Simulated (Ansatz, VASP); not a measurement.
Two plane-wave programs on Zr

```xyz
3
Lattice="5.0860 0.0000 0.0000 -2.5430 4.4046 0.0000 0.0000 0.0000 3.1177" Properties=species:S:1:pos:R:3 pbc="T T T"
Zr    0.0000    0.0000    0.0000
Zr    0.0000    2.9364    1.5589
Zr    2.5430    1.4682    1.5589
```

Alike in both runs: task relaxation of cell and atoms; functional PBEsol; k mesh 7 × 7 × 10; occupations fermi-dirac, width 0.1 eV; no spin polarisation.

|  | VASP | Ansatz |
| --- | --- | --- |
| version | VASP 6.6.1 | Ansatz 0.2.0 |
| potentials or method | VASP PAW PBE potentials, release 64 (Zr_sv), cutoff 600 eV | plane waves (420 eV) with PAW, scalar-relativistic |
| valence electrons in the cell | 36 | 36 |

Ansatz gave:

- relaxed volume (Å³/atom): 22.21
- relaxed length of the cell vector where the two differ most in proportion (Å): 4.976

Problem. Estimate VASP's values.

Solution. Relaxed volume (Å³/atom): 22.24; relaxed length of the cell vector where the two differ most in proportion (Å): 4.979.

VASP's potentials were made for PBE, not for PBEsol, and Ansatz warns of the same on its side.
